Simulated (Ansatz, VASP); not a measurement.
**Two plane-wave programs on Be2Sn**

```
CELL_PARAMETERS angstrom
0.00000 2.79497 2.79497
2.79497 0.00000 2.79497
2.79497 2.79497 0.00000
ATOMIC_POSITIONS crystal
Be 0.75000 0.75000 0.75000
Be 0.25000 0.25000 0.25000
Sn 0.00000 0.00000 0.00000
```

Alike in both runs: task single point; functional PBEsol; k mesh 6 × 6 × 6; occupations gaussian, width 0.1 eV; no spin polarisation.

|  | VASP | Ansatz |
| --- | --- | --- |
| version | VASP 6.6.1 | Ansatz 0.2.0 |
| potentials or method | VASP PAW PBE potentials, release 64 (Be, Sn_d), cutoff 520 eV | scalar-relativistic, plane waves, PAW |
| valence electrons in the cell | 18 | 18 |

```csv
,VASP,Ansatz,Ansatz less VASP
gap on the k mesh at the Fermi level (eV),none,none,-
pressure (GPa),8.1,8.0,-0.04
```

VASP's potentials were made for PBE, not for PBEsol. A gap of «none» marks a metal or a gap that the smearing closes. The functional is the same, so the differences come from potentials, cutoffs and numerics.
